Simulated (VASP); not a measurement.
A run of VASP 6.6.1 is set up as follows.

Contents of INCAR:

```
SYSTEM = GaN
PREC = Accurate ; ENCUT = 520
EDIFF = 1E-8 ; ISMEAR = -1
SIGMA = 0.02 ; LREAL = .FALSE.
LASPH = .TRUE. ; NELM = 80
ALGO = Normal ; ISIF = 2
LWAVE = .FALSE. ; LCHARG = .FALSE.
GGA = PE ; LEFG = .TRUE.
NBANDS = 26
```

The input KPOINTS:

```
Automatic mesh
0
G
  11 11 6
  0 0 0
```

File POSCAR:

```
GaN
1.0
    3.1800000000      0.0000000000      0.0000000000
   -1.5900000000      2.7539607840      0.0000000000
    0.0000000000      0.0000000000      5.1660000000
Ga N
2 2
Direct
    0.3333333333      0.6666666667      0.0000000000
    0.6666666667      0.3333333333      0.5000000000
    0.3333333333      0.6666666667      0.3850000000
    0.6666666667      0.3333333333      0.8850000000
```

Potentials or basis: VASP PAW PBE potentials, release 64 (Ga_d, N).

Run with:

```sh
$ cat potpaw_PBE.64/Ga_d/POTCAR potpaw_PBE.64/N/POTCAR > POTCAR
$ mpirun -np 1 vasp_std > vasp.out
```

(1) What does it give for the band gap on the k mesh?

(2) What does it give for the largest force?

## Answers

(1) 1.94 eV, direct.

(2) 0.438 eV/Å.

Caveat: without QUAD_EFG the Cq values of the log hold for a quadrupole moment of 1 mb, not for the nuclei.
